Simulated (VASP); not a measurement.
Here is a VASP 6.6.1 calculation.

File INCAR:

```
ALGO = Normal ; EDIFF = 1E-6
ENCUT = 520 ; GGA = PE
ISIF = 2 ; ISMEAR = 0
LASPH = True ; LCHARG = False
LREAL = False ; LWAVE = False
NBANDS = 41 ; NELM = 100
PREC = Accurate ; SIGMA = 0.1
```

File KPOINTS:

```
k-points
0
Gamma
  4 4 1
```

POSCAR

```
Al5GaAs6
1.0
    3.8380647000      0.0000000000      0.0000000000
    0.0000000000      3.8380647000      0.0000000000
    0.0000000000      0.0000000000     16.2835294700
Al Ga As
5 1 6
Direct
    0.0000000000      0.0000000000      0.6666666700
    0.5000000000      0.5000000000      0.8333333300
    0.0000000000      0.0000000000      0.0000000000
    0.5000000000      0.5000000000      0.1666666700
    0.0000000000      0.0000000000      0.3333333300
    0.5000000000      0.5000000000      0.5000000000
    0.5000000000      0.0000000000      0.9166666700
    0.0000000000      0.5000000000      0.0833333300
    0.5000000000      0.0000000000      0.2500000000
    0.0000000000      0.5000000000      0.4166666700
    0.5000000000      0.0000000000      0.5833333300
    0.0000000000      0.5000000000      0.7500000000
```

Potentials or basis: VASP PAW PBE potentials, release 64 (Al, Ga_d, As).

Run with:

```console
$ cat potpaw_PBE.64/Al/POTCAR potpaw_PBE.64/Ga_d/POTCAR potpaw_PBE.64/As/POTCAR > POTCAR
$ mpirun -np 1 vasp_std > vasp.out
```

Q: Predict the largest force.

A: 0.125 eV/Å.

Q: Predict the band gap on the k mesh.

A: 1.15 eV (least direct gap 1.16 eV).

Q: Predict the pressure.

A: 15.8 GPa.

Forces on the atoms (eV/Å):
```
Al   0.000  0.000 -0.035
Al   0.000  0.000 -0.004
Al   0.000  0.000  0.000
Al   0.000  0.000  0.004
Al   0.000  0.000  0.035
Ga   0.000  0.000  0.000
As   0.000  0.000  0.004
As   0.000  0.000 -0.004
As   0.000  0.000  0.017
As   0.000  0.000 -0.125
As   0.000  0.000  0.125
As   0.000  0.000 -0.017
```

Caveat: the cell stands under pressure; an odd mesh through Γ misses points on the zone boundary, where band edges can lie.
